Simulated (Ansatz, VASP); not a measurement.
# BaS in VASP and in Ansatz

POSCAR

```
BaS
1.0
    0.0000000000      3.4492500000      3.1937500000
    3.4492500000      0.0000000000      3.1937500000
    3.4492500000      3.4492500000      0.0000000000
Ba S
1 1
Direct
    0.0000000000      0.0000000000      0.0000000000
    0.5000000000      0.5000000000      0.5000000000
```

Contents of INCAR.step1:

```
SYSTEM = BaS
PREC = Accurate
ENCUT = 520
ISMEAR = 0
SIGMA = 0.05
LREAL = .FALSE.
LASPH = .TRUE.
NELM = 80
NBANDS = 15
GGA = PE
ALGO = Normal
EDIFF = 1E-4
LWAVE = .TRUE.
LCHARG = .FALSE.
```

File INCAR.step2:

```
SYSTEM = BaS
PREC = Accurate
ENCUT = 520
EDIFF = 1E-6
ISMEAR = 0
SIGMA = 0.05
LREAL = .FALSE.
LASPH = .TRUE.
NELM = 80
ALGO = Normal
ISIF = 2
LWAVE = .FALSE.
LCHARG = .FALSE.
METAGGA = R2SCAN
LMIXTAU = .TRUE.
NBANDS = 15
ISTART = 1
```

File KPOINTS:

```
regular mesh
0
G
  6 6 6
  0 0 0
```

Input for Ansatz:

```yaml
crystal:
  lattice:
    - [0.0, 3.44925, 3.19375]
    - [3.44925, 0.0, 3.19375]
    - [3.44925, 3.44925, 0.0]
  atoms:
    - { symbol: Ba, position: [0.0, 0.0, 0.0] }
    - { symbol: S, position: [0.5, 0.5, 0.5] }
basis:
  ecutwfc: 500
kpoints:
  mp_grid: { grid: [6, 6, 6] }
hamiltonian:
  xc: r2scan
scf:
  occupations: { method: gaussian, width: 0.05 }
output:
  forces: true
  stress: true
  eigenvalues: true
```

Change from the starting cell: strain +0.080 along x and y, +0.000 along z, atoms carried along.

Alike in both runs: task single point; functional r2SCAN; k mesh 6 × 6 × 6; occupations gaussian, width 0.05 eV; no spin polarisation.

|  | VASP | Ansatz |
| --- | --- | --- |
| version | VASP 6.6.1 | Ansatz 0.2.0 |
| potentials or method | VASP PAW PBE potentials, release 64 (Ba_sv, S), cutoff 520 eV | scalar-relativistic, plane waves, PAW |
| valence electrons in the cell | 16 | 16 |

|  | VASP | Ansatz | Ansatz less VASP |
| --- | --- | --- | --- |
| gap on the k mesh at the Fermi level (eV) | 2.49 | 2.57 | +0.075 |
| least direct gap on the mesh (eV) | 2.75 | 2.80 | +0.049 |
| pressure (GPa) | -3.7 | -4.0 | -0.36 |
| traceless stress, the component that is largest in VASP (GPa) | 2.50 | 2.23 | -0.271 |

VASP's potentials were made for PBE, not for r2SCAN.

Neither program's run includes spin-orbit coupling.
